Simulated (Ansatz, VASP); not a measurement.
**TiC2: VASP beside Ansatz**

```
Ti C
1.0
     2.98588    0.00000    0.00000
     0.00000    5.46970    0.00000
     0.00000    0.00000    5.92160
Ti C
2 4
Direct
  0.00000 0.50000 0.81403
  0.00000 0.50000 0.31403
  0.50000 0.62470 0.56404
  0.50000 0.37530 0.56404
  0.50000 0.37530 0.06404
  0.50000 0.62470 0.06404
```

Alike in both runs: functional PBE; k mesh 6 × 4 × 4; occupations gaussian, width 0.1 eV; no spin polarisation.

Ansatz relaxed the structure, and its values are those at the end. VASP's run is a single point on that final structure, the one shown.

|  | VASP | Ansatz |
| --- | --- | --- |
| version | VASP 6.6.1 | Ansatz 0.2.0 |
| potentials or method | VASP PAW PBE potentials, release 64 (Ti_sv, C), cutoff 520 eV | scalar-relativistic, plane waves, PAW |
| valence electrons in the cell | 40 | 40 |

```tsv
	VASP	Ansatz	Ansatz less VASP
gap on the k mesh at the Fermi level (eV)	none	none	-
pressure (GPa)	0.5	0.1	-0.38
rms of the force components (eV/Å)	0.064	0.009	-0.0546
```

A gap of «none» marks a metal or a gap that the smearing closes.
